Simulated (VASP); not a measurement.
# K3Li (Pm-3m) in VASP: further runs, part 2 of 2

VASP 6.6.1.

### 3 Relaxation of cell and atoms, LDA

This run uses another cell than the first one, of 59.16 Å³/atom.

File INCAR:

```
ALGO = Normal
EDIFF = 1E-6
EDIFFG = -0.03
ENCUT = 600
GGA = CA
IBRION = 2
ISIF = 3
ISMEAR = -1
LASPH = True
LCHARG = False
LREAL = False
LWAVE = False
NELM = 100
NSW = 80
PREC = Accurate
SIGMA = 0.02
```

File KPOINTS:

```
k-points
0
Gamma
  8 8 8
```

File POSCAR:

```
K3Li
1.0
    6.1851970000      0.0000000000      0.0000000000
    0.0000000000      6.1851970000      0.0000000000
    0.0000000000      0.0000000000      6.1851970000
K Li
3 1
Direct
    0.0000000000      0.5000000000      0.5000000000
    0.5000000000      0.0000000000      0.5000000000
    0.5000000000      0.5000000000      0.0000000000
    0.0000000000      0.0000000000      0.0000000000
```

Potentials or basis: VASP PAW LDA potentials, release 64 (K_sv, Li_sv).

Started as:

```console
cat potpaw_LDA.64/K_sv/POTCAR potpaw_LDA.64/Li_sv/POTCAR > POTCAR
mpirun -np 1 vasp_std > vasp.out
```

OUTCAR:

```text
EDIFF = 1E-6
   EDIFFG = -0.03
   ENCUT = 600
   GGA = CA
   IBRION = 2
   ISIF = 3
   ISMEAR = -1
   LASPH = True
   LREAL = False
   NELM = 100
   NSW = 80
   PREC = Accurate

 ion  position               nearest neighbor table
   1  0.000  0.500  0.500-
   2  0.500  0.000  0.500-
   3  0.500  0.500  0.000-
   4  0.000  0.000  0.000-

  LATTYP: Found a simple cubic cell.
 ALAT       =     6.1851970000

  Lattice vectors:

 A1 = (   6.1851970000,   0.0000000000,   0.0000000000)
 A2 = (   0.0000000000,   6.1851970000,   0.0000000000)
 A3 = (   0.0000000000,   0.0000000000,   6.1851970000)

Analysis of symmetry for initial positions (statically):
=====================================================================
 Subroutine PRICEL returns:
 Original cell was already a primitive cell.

 Routine SETGRP: Setting up the symmetry group for a
 simple cubic supercell.

 Subroutine GETGRP returns: Found 48 space group operations
 (whereof 48 operations were pure point group operations)
 out of a pool of 48 trial point group operations.

The static configuration has the point symmetry O_h .

Analysis of symmetry for dynamics (positions and initial velocities):
=====================================================================
 Subroutine PRICEL returns:
 Original cell was already a primitive cell.

 Routine SETGRP: Setting up the symmetry group for a
 simple cubic supercell.

 Subroutine GETGRP returns: Found 48 space group operations
 (whereof 48 operations were pure point group operations)
 out of a pool of 48 trial point group operations.

The dynamic configuration has the point symmetry O_h .

 Subroutine INISYM returns: Found 48 space group operations
 (whereof 48 operations are pure point group operations),
 and found     1 'primitive' translations

----------------------------------------------------------------------------------------
[... 119 lines left out ...]
  Fermi-wavevector in a.u.,A,eV,Ry     =   0.822423  1.554153  9.202694  0.676379
  Thomas-Fermi vector in A             =   1.933755
   LORBIT       =      0    0 simple, 1 ext, 2 COOP (PROOUT), +10 PAW based schemes
   GGA     = CA    functional components
   LHFCALC =     F    Hartree Fock is set to
   AEXX    =    0.0000 exact exchange contribution
   IVDW    =     0    specifies the selected vdW correction
   LEPSILON=     F    determine dielectric tensor
   LRPA    =     F    only Hartree local field effects (RPA)
 conjugate gradient relaxation of ions
 non-spin polarized calculation
  energy-cutoff  :      600.00
  volume of cell :      236.62
 maximum number of plane-waves:      7945
 NGX is ok and might be reduce to    50
   NGX = 25   NGY = 25   NGZ = 25

--------------------------------------- Ionic step        1  -------------------------------------------

 number of electron      30.0000003 magnetization

 Free energy of the ion-electron system (eV)
  ---------------------------------------------------
  ext. energy  EPLUGINS =         0.00000000
  ---------------------------------------------------
  free energy    TOTEN  =        -5.06665198 eV

  energy without entropy =       -5.06272102  energy(sigma->0) =       -5.06468650

------------------------ aborting loop because EDIFF is reached ----------------------------------------

  FORCE on cell =-STRESS in cart. coord.  units (eV):
  Direction    XX          YY          ZZ          XY          YZ          ZX
  --------------------------------------------------------------------------------------
  -------------------------------------------------------------------------------------
  Total       -0.8480053     -0.8480053     -0.8480053     -0.0000000     -0.0000000     -0.0000000
  in kB       -5.7418062     -5.7418062     -5.7418062     -0.0000000     -0.0000000     -0.0000000
  external PRESSURE =      -5.7418062 kB  Pullay stress =       0.0000000 kB
[... 25 lines left out ...]
--------------------------------------- Ionic step        2  -------------------------------------------

 number of electron      30.0000002 magnetization

 E-fermi :  -0.1478     XC(G=0):  -6.1653

 val. band max:       -0.1633861812   @ k =   0.3750   0.3750   0.2500
 cond. band min:      -0.1372760111   @ k =   0.2500   0.2500   0.0000
 fundamental gap:      0.0261101701
 Fermi energy:        -0.1478406025

 k-point     1 :       0.0000    0.0000    0.0000
  band No.  band energies     occupation
      1     -47.1885      2.00000
      2     -31.8125      2.00000
      3     -31.7998      2.00000
      4     -31.7998      2.00000
      5     -15.5919      2.00000
      6     -15.5919      2.00000
[... 594 lines left out ...]
--------------------------------------- Ionic step        4  -------------------------------------------

 number of electron      29.9999993 magnetization

 Free energy of the ion-electron system (eV)
  ---------------------------------------------------
  ext. energy  EPLUGINS =         0.00000000
  ---------------------------------------------------
  free energy    TOTEN  =        -5.12539333 eV

  energy without entropy =       -5.12164215  energy(sigma->0) =       -5.12351774

 E-fermi :   0.1086     XC(G=0):  -6.4516

 val. band max:        0.0905130219   @ k =   0.3750   0.3750   0.2500
 cond. band min:       0.1196989229   @ k =   0.5000   0.3750   0.0000
 fundamental gap:      0.0291859010
 Fermi energy:         0.1086388784

 k-point     1 :       0.0000    0.0000    0.0000
  band No.  band energies     occupation
      1     -46.7560      2.00000
      2     -31.5072      2.00000
      3     -31.4869      2.00000
      4     -31.4869      2.00000
      5     -15.3149      2.00000
      6     -15.3149      2.00000
[... 550 lines left out ...]
  FREE ENERGIE OF THE ION-ELECTRON SYSTEM (eV)
  ---------------------------------------------------
  free  energy   TOTEN  =        -5.1253933347 eV

  energy  without entropy=       -5.1216421453  energy(sigma->0) =       -5.12351774

 reached required accuracy - stopping structural energy minimisation
```

OSZICAR:

```text
N       E                     dE             d eps       ncg     rms          rms(c)
DAV:   1     0.236201996068E+03    0.23620E+03   -0.12716E+04  1330   0.144E+03
DAV:   2     0.146545566569E+02   -0.22155E+03   -0.21842E+03  1617   0.394E+02
DAV:   3    -0.352854188641E+01   -0.18183E+02   -0.17928E+02  2098   0.838E+01
[... 34 lines left out ...]
DAV:   4    -0.512425778533E+01   -0.34089E-02   -0.36762E-02  2242   0.861E-01    0.287E-01
DAV:   5    -0.512502806453E+01   -0.77028E-03   -0.78087E-03  2604   0.528E-01    0.140E-01
DAV:   6    -0.512537624391E+01   -0.34818E-03   -0.43019E-04  1975   0.981E-02    0.261E-02
DAV:   7    -0.512539243542E+01   -0.16192E-04   -0.59155E-05  2417   0.324E-02    0.944E-03
DAV:   8    -0.512539333473E+01   -0.89931E-06   -0.23848E-06  1480   0.857E-03
   4 F= -.51253933E+01 E0= -.51235177E+01  d E =-.587414E-01
```

CONTCAR:

```text
K3Li
   1.00000000000000
     5.9086887246684014    0.0000000000000000   -0.0000000000000000
    -0.0000000000000000    5.9086887246684014    0.0000000000000000
     0.0000000000000000   -0.0000000000000000    5.9086887246684014
  K               Li
     3     1
Direct
     0.0000000000000000    0.5000000000000000    0.5000000000000000
     0.5000000000000000    0.0000000000000000    0.5000000000000000
     0.5000000000000000    0.5000000000000000    0.0000000000000000
     0.0000000000000000    0.0000000000000000    0.0000000000000000

  0.00000000E+00  0.00000000E+00  0.00000000E+00
  0.00000000E+00  0.00000000E+00  0.00000000E+00
  0.00000000E+00  0.00000000E+00  0.00000000E+00
  0.00000000E+00  0.00000000E+00  0.00000000E+00
```

It took 9.8 min on 1 thread of Intel Xeon Platinum 8259CL at 2.50GHz (Skylake/Cascade Lake), shared host; peak memory 0.38 GiB.

What came out:

```yaml
Free_energy: -5.1254 eV
Relaxed_volume: 51.57 Å³/atom
Relaxed_cell: a = 5.909 Å, b = 5.909 Å, c = 5.909 Å, α = 90.00°, β = 90.00°, γ = 90.00°
Space_group_after_relaxing_to_0.1_Å: Pm-3m (No. 221)
Energy_gained_by_relaxing: 14.7 meV/atom
Ionic_steps: 4
Pressure_after_relaxing: 0.0 GPa
Band_gap_on_the_k_mesh: zero (bands 15 and 16 overlap by 0.97 eV)
```

Step by step:
```
step  energy change (eV)  largest force (eV/Å)  pressure (GPa)  volume (Å³)
   1              0.0000                0.0000           -0.57       236.62
   2             -0.0234                0.0000           -0.47       229.44
   3             -0.0553                0.0000           -0.16       213.70
   4             -0.0587                0.0000            0.02       206.29
```

Final structure:
```xyz
4
Lattice="5.9087 0.0000 0.0000 0.0000 5.9087 0.0000 0.0000 0.0000 5.9087" Properties=species:S:1:pos:R:3 pbc="T T T"
K     0.0000    2.9543    2.9543
K     2.9543    0.0000    2.9543
K     2.9543    2.9543    0.0000
Li    0.0000    0.0000    0.0000
```

Caveat: the cutoff is under 1.25 times the usual one of these potentials, so pressure, stress and relaxed cells hold a basis-set (Pulay) error.

The gap in the log of VASP goes by the Fermi energy; the results here count the filled bands.